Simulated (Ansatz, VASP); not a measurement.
# Two plane-wave programs on SnO

```
CELL_PARAMETERS angstrom
4.03060 0.00000 0.00000
0.00000 4.03060 0.00000
0.00000 0.00000 4.09670
ATOMIC_POSITIONS crystal
Sn 0.00000 0.50000 0.24575
Sn 0.50000 0.00000 0.75425
O 0.00000 0.00000 0.00000
O 0.50000 0.50000 0.00000
```

Alike in both runs: task single point; functional LDA; k mesh 10 × 10 × 8; occupations gaussian, width 0.15 eV; no spin polarisation.

```csv
,VASP,Ansatz
version,VASP 6.6.1,Ansatz 0.2.0
potentials or method,"VASP PAW LDA potentials, release 64 (Sn_d, O), cutoff 520 eV","scalar-relativistic, plane waves, PAW"
valence electrons in the cell,40,40
```

Ansatz gave:

```
gap on the k mesh at the Fermi level (eV)                     : 0.68
least direct gap on the mesh (eV)                             : 1.32
pressure (GPa)                                                : -4.0
traceless stress, the component that is largest in VASP (GPa) : 7.62
rms of the force components (eV/Å)                            : 0.098
```

**Question.** Estimate VASP's values.

**Answer.** gap on the k mesh at the Fermi level (eV): 0.66; least direct gap on the mesh (eV): 1.27; pressure (GPa): -3.6; traceless stress, the component that is largest in VASP (GPa): 7.52; rms of the force components (eV/Å): 0.135.

LDA's correlation is that of Perdew and Zunger in VASP and of Perdew and Wang (1992) in Ansatz. Atom by atom the forces differ by 0.036 eV/Å (rms over components).
